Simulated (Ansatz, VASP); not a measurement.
# HgTe: VASP beside Ansatz

```xyz
2
Lattice="0.0292 2.9361 2.9361 2.9361 0.0292 2.9361 2.9361 2.9361 0.0292" Properties=species:S:1:pos:R:3 pbc="T T T"
Hg    0.0000    0.0000    0.0000
Te    2.9507    2.9507    2.9507
```

Change from the starting cell: equal xy, yz and zx shear strains of +1 %.

Alike in both runs: task single point; functional LDA; k mesh 10 × 10 × 10; occupations fermi-dirac, width 0.08 eV; no spin polarisation.

```csv
,VASP,Ansatz
version,VASP 6.6.1,Ansatz 0.2.0
potentials or method,"VASP PAW LDA potentials, release 64 (Hg, Te), cutoff 520 eV","all-electron LAPW, scalar-relativistic"
```

```csv
,VASP,Ansatz,Ansatz less VASP
pressure (GPa),4.4,3.9,-0.54
"traceless stress, the component that is largest in VASP (GPa)",-0.19,-0.20,-0.003
```

LDA's correlation is that of Perdew and Zunger in VASP and of Perdew and Wang (1992) in Ansatz. Ansatz ran all-electron here, and VASP with PAW potentials.

Spin-orbit coupling is off throughout.
